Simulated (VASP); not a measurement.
# PW (zincblende type) (F-43m) in VASP: a series of runs

Runs on PW (zincblende type). Level: LDA. Tasks: single point, relaxation of cell and atoms.

Everything below comes from runs of VASP 6.6.1. Logs are shortened: lines on timing, memory, paths and dates and some standing lists are left out, and cuts for length are marked.

**1. The cell of the first run**

The structure is cubic, space group F-43m (No. 216). The conventional cell has a = 5.342 Å, b = 5.342 Å, c = 5.342 Å, α = 90.00°, β = 90.00°, γ = 90.00°. W (site symmetry -43m) has 4 P at 2.31 Å within 3.1 Å. Within 3.1 Å of P (site symmetry -43m) lie 4 W at 2.31 Å.

**2. Single point, LDA (volume scaled by 1, partial waves polarizable)**

INCAR reads:

```
SYSTEM = PW
PREC = Accurate
ENCUT = 520
EDIFF = 1E-6
ISMEAR = -1
SIGMA = 0.1
LREAL = .False.
LASPH = .True.
NELM = 80
ALGO = Normal
ISIF = 2
LWAVE = .False.
LCHARG = .True.
LELF = .True.
LVHAR = .True.
NBANDS = 16
```

KPOINTS reads:

```
regular mesh
0
Gamma
  12 12 12
  0 0 0
```

POSCAR reads:

```
PW
1.0
    0.0000000000      2.6709933563      2.6709933563
    2.6709933563      0.0000000000      2.6709933563
    2.6709933563      2.6709933563      0.0000000000
W P
1 1
Direct
    0.0000000000      0.0000000000      0.0000000000
    0.2500000000      0.2500000000      0.2500000000
```

Potentials or basis: VASP PAW LDA potentials, release 64 (W_sv, P).

Launch:

```
cat potpaw_LDA.64/W_sv/POTCAR potpaw_LDA.64/P/POTCAR > POTCAR
mpirun -np 1 vasp_std > vasp.out
```

OUTCAR:

```text
SYSTEM = PW
   PREC = Accurate
   ENCUT = 520
   EDIFF = 1E-6
   ISMEAR = -1
   LREAL = .False.
   LASPH = .True.
   NELM = 80
   ISIF = 2

 ion  position               nearest neighbor table
   1  0.000  0.000  0.000-   2 2.31   2 2.31   2 2.31   2 2.31
   2  0.250  0.250  0.250-   1 2.31   1 2.31   1 2.31   1 2.31

  LATTYP: Found a face centered cubic cell.
 ALAT       =     5.3419867126

  Lattice vectors:

 A1 = (   0.0000000000,   2.6709933563,   2.6709933563)
 A2 = (   2.6709933563,   0.0000000000,   2.6709933563)
 A3 = (   2.6709933563,   2.6709933563,   0.0000000000)

Analysis of symmetry for initial positions (statically):
=====================================================================
 Subroutine PRICEL returns:
 Original cell was already a primitive cell.

 Routine SETGRP: Setting up the symmetry group for a
 face centered cubic supercell.

 Subroutine GETGRP returns: Found 24 space group operations
 (whereof 24 operations were pure point group operations)
 out of a pool of 48 trial point group operations.

The static configuration has the point symmetry T_d .

Analysis of symmetry for dynamics (positions and initial velocities):
=====================================================================
 Subroutine PRICEL returns:
 Original cell was already a primitive cell.

 Routine SETGRP: Setting up the symmetry group for a
 face centered cubic supercell.

 Subroutine GETGRP returns: Found 24 space group operations
 (whereof 24 operations were pure point group operations)
 out of a pool of 48 trial point group operations.

The dynamic configuration has the point symmetry T_d .

 Subroutine INISYM returns: Found 24 space group operations
 (whereof 24 operations are pure point group operations),
 and found     1 'primitive' translations

----------------------------------------------------------------------------------------

                                     Primitive cell

  volume of cell :      38.1108

  direct lattice vectors                    reciprocal lattice vectors
     0.000000000  2.670993356  2.670993356    -0.187196272  0.187196272  0.187196272
     2.670993356  0.000000000  2.670993356     0.187196272 -0.187196272  0.187196272
     2.670993356  2.670993356  0.000000000     0.187196272  0.187196272 -0.187196272

  length of vectors
     3.777355029  3.777355029  3.777355029     0.324233455  0.324233455  0.324233455

  position of ions in fractional coordinates (direct lattice)
     0.000000000  0.000000000  0.000000000
     0.250000000  0.250000000  0.250000000

[... 70 lines left out ...]
   ISPIN  =      1    spin polarized calculation?
   LNONCOLLINEAR =      F non collinear calculations
   LSORBIT =      F    spin-orbit coupling
   LASPH  =      T    aspherical Exc in radial PAW
   ENCUT  =  520.0 eV  38.22 Ry    6.18 a.u.   7.02  7.02  7.02*2*pi/ulx,y,z
   NELM   =     80;   NELMIN=  2; NELMDL= -5     # of ELM steps
   EDIFF  = 0.1E-05   stopping-criterion for ELM
   LREAL  =      F    real-space projection
   EDIFFG = 0.1E-04   stopping-criterion for IOM
   NSW    =      0    number of steps for IOM
   IBRION =     -1    ionic relax: 0-MD 1-quasi-New 2-CG
   NFREE  =      0    steps in history (QN), initial steepest desc. (CG)
   ISIF   =      2    stress and relaxation
   ISYM   =      2    0-nonsym 1-usesym 2-fastsym
   POTIM  = 0.5000    time-step for ionic-motion
   TEBEG  =    0.0;   TEEND  =   0.0 temperature during run
   PSTRESS=    0.0 pullay stress
   NELECT =      19.0000    total number of electrons
   NUPDOWN=      -1.0000    fix difference up-down
   EMIN   =  10.00;   EMAX   =-10.00  energy-range for DOS
   EFERMI =   0.00;   METHOD = LEGACY
   ISMEAR =    -1;   SIGMA  =   0.10  broadening in eV -4-tet -1-fermi 0-gaus
   EFERMI_NEDOS =   21; number of points for ismear=-14 and -15
   IALGO  =     38    algorithm
   IMIX   =      4    mixing-type and parameters
     AMIX     =   0.40;   BMIX     =  1.00
     AMIX_MAG =   1.60;   BMIX_MAG =  1.00
  volume/ion in A,a.u.               =      19.06       128.59
  Fermi-wavevector in a.u.,A,eV,Ry     =   1.298105  2.453063 22.926866  1.685077
  Thomas-Fermi vector in A             =   2.429455
   LORBIT       =      0    0 simple, 1 ext, 2 COOP (PROOUT), +10 PAW based schemes
   GGA     = CA    functional components
   LHFCALC =     F    Hartree Fock is set to
   AEXX    =    0.0000 exact exchange contribution
   IVDW    =     0    specifies the selected vdW correction
   LEPSILON=     F    determine dielectric tensor
   LRPA    =     F    only Hartree local field effects (RPA)
 non-spin polarized calculation
  energy-cutoff  :      520.00
  volume of cell :       38.11
 maximum number of plane-waves:      1038
   NGX = 13   NGY = 13   NGZ = 13

 number of electron      18.9999999 magnetization

 Free energy of the ion-electron system (eV)
  ---------------------------------------------------
  ext. energy  EPLUGINS =         0.00000000
  ---------------------------------------------------
  free energy    TOTEN  =       -18.96884182 eV

  energy without entropy =      -18.87946019  energy(sigma->0) =      -18.92415101

 E-fermi :   7.0954     XC(G=0): -11.2453

 val. band max:        7.0903109765   @ k =   0.3333   0.1667   0.0833
 cond. band min:       7.1015093551   @ k =  -0.4167   0.2500   0.0833
 fundamental gap:      0.0111983786
 Fermi energy:         7.0954148513

 k-point     1 :       0.0000    0.0000    0.0000
  band No.  band energies     occupation
      1     -66.2766      2.00000
      2     -30.7999      2.00000
      3     -30.7999      2.00000
      4     -30.7999      2.00000
      5      -5.2994      2.00000
      6       2.8015      2.00000
[... 433 lines left out ...]
      3     -30.8254      2.00000
      4     -30.8146      2.00000
      5      -3.5936      2.00000
      6       2.1072      2.00000
[... 8 lines left out ...]
     15      16.6473      0.00000
     16      17.4291      0.00000

 [... further k-points ...]
[... 5 lines left out ...]
  --------------------------------------------------------------------------------------
  -------------------------------------------------------------------------------------
  Total        0.0937030      0.0937030      0.0937030      0.0000000      0.0000000      0.0000000
  in kB        3.9392685      3.9392685      3.9392685      0.0000000      0.0000000      0.0000000
  external PRESSURE =       3.9392685 kB  Pullay stress =       0.0000000 kB

 VOLUME and BASIS-vectors are now :
 -----------------------------------------------------------------------------
  energy-cutoff  :      520.00
  volume of cell :       38.11
      direct lattice vectors                 reciprocal lattice vectors
     0.000000000  2.670993356  2.670993356    -0.187196272  0.187196272  0.187196272
     2.670993356  0.000000000  2.670993356     0.187196272 -0.187196272  0.187196272
     2.670993356  2.670993356  0.000000000     0.187196272  0.187196272 -0.187196272

 POSITION                                       TOTAL-FORCE (eV/Angst)
 -----------------------------------------------------------------------------------
      0.00000      0.00000      0.00000         0.000000      0.000000      0.000000
      1.33550      1.33550      1.33550        -0.000000     -0.000000     -0.000000
 -----------------------------------------------------------------------------------
    total drift:                               -0.000000     -0.000000     -0.000000

  FREE ENERGIE OF THE ION-ELECTRON SYSTEM (eV)
  ---------------------------------------------------
  free  energy   TOTEN  =       -18.9688418230 eV

  energy  without entropy=      -18.8794601912  energy(sigma->0) =      -18.92415101
```

stdout:

```text
POSCAR found type information on POSCAR W P
 POSCAR found :  2 types and       2 ions
 scaLAPACK will be used
 LDA part: xc-table for (Slater(with rela. corr.)+CA(PZ))
 , standard interpolation
 POSCAR, INCAR and KPOINTS ok, starting setup
 FFT: planning ... GRIDC
 FFT: planning ... GRID_SOFT
 FFT: planning ... GRID
 WAVECAR not read
 entering main loop
```

It took 24 s on 1 thread of Intel Xeon Platinum 8559C (Emerald Rapids), shared host; peak memory 0.17 GiB.

Results:

| Property | Result |
| --- | --- |
| Free energy | -18.9688 eV |
| Pressure | 0.4 GPa |

Levels at points of the mesh, in eV from the Fermi level:
```tsv
k point	band 7	band 8	band 9	band 10	band 11	band 12	band 13	band 14
(0.00, 0.00, 0.00)	-4.29	-4.29	-0.39	-0.39	3.25	6.35	6.35	6.35
(0.50, 0.00, 0.00)	-3.81	-3.81	0.22	0.22	0.29	3.69	3.69	4.95
(0.50, 0.50, 0.00)	-2.44	-2.44	-1.72	0.10	0.96	1.52	1.52	8.96
```

Caveat: the cell differs from its parent crystal (volume scaled by 1, partial waves polarizable); spin-orbit coupling is left out, which moves the levels of the heavy elements.

**3. Relaxation of cell and atoms, LDA**

This run uses another cell than the first one, of 23.15 Å³/atom, 1.215 times its volume.

INCAR reads:

```
PREC = Accurate ; ENCUT = 600
EDIFF = 1E-6 ; ISMEAR = -1
SIGMA = 0.1 ; LREAL = False
LASPH = True ; NELM = 60
ALGO = Normal ; ISIF = 3
LWAVE = False ; LCHARG = False
IBRION = 2 ; NSW = 60
EDIFFG = -0.005
```

KPOINTS reads:

```
regular mesh
0
Gamma
  12 12 12
```

POSCAR reads:

```
PW
1.0
    0.0000000000      2.8500603755      2.8500603755
    2.8500603755      0.0000000000      2.8500603755
    2.8500603755      2.8500603755      0.0000000000
W P
1 1
Direct
    0.0000000000      0.0000000000      0.0000000000
    0.2500000000      0.2500000000      0.2500000000
```

Potentials or basis: VASP PAW LDA potentials, release 64 (W_sv, P).

Launch:

```
cat potpaw_LDA.64/W_sv/POTCAR potpaw_LDA.64/P/POTCAR > POTCAR
mpirun -np 1 vasp_std > vasp.out
```

Wall time 63 s (1 thread of Intel Xeon Platinum 8559C (Emerald Rapids), shared host); peak memory 0.21 GiB.

The run converged. Its results:

```
Free energy                            : -18.9702 eV
Relaxed volume                         : 19.11 Å³/atom
Relaxed cell                           : a = 3.781 Å, b = 3.781 Å, c = 3.781 Å, α = 60.00°, β = 60.00°, γ = 60.00°
Space group after relaxing (to 0.05 Å) : F-43m (No. 216)
Energy gained by relaxing              : 304.1 meV/atom
Ionic steps                            : 5
Pressure after relaxing                : 0.0 GPa
```

Step by step:
| step | energy change (eV) | largest force (eV/Å) | pressure (GPa) | volume (Å³) |
| --- | --- | --- | --- | --- |
| 1 | 0.0000 | 0.0000 | -20.39 | 46.30 |
| 2 | 1.0186 | 0.0000 | 72.36 | 29.23 |
| 3 | -0.6042 | 0.0000 | -2.20 | 38.77 |
| 4 | -0.6078 | 0.0000 | -0.62 | 38.37 |
| 5 | -0.6081 | 0.0000 | 0.00 | 38.21 |

Final structure:
```
W P
1.0
     0.00000    2.67337    2.67337
     2.67337    0.00000    2.67337
     2.67337    2.67337    0.00000
W P
1 1
Direct
  0.00000 0.00000 0.00000
  0.25000 0.25000 0.25000
```

Levels at points of the mesh, in eV from the Fermi level:
```csv
k point,band 6,band 7,band 8,band 9,band 10,band 11,band 12,band 13
"(0.00, 0.00, 0.00)",-4.28,-4.28,-4.28,-0.39,-0.39,3.24,6.34,6.34
"(0.50, 0.00, 0.00)",-5.16,-3.80,-3.80,0.22,0.22,0.29,3.68,3.68
"(0.50, 0.50, 0.00)",-6.00,-2.44,-2.44,-1.72,0.10,0.95,1.52,1.52
```

Caveat: the volume moved by over 15 % at a fixed basis, so the end points are rough; spin-orbit coupling is left out, which moves the levels of the heavy elements.
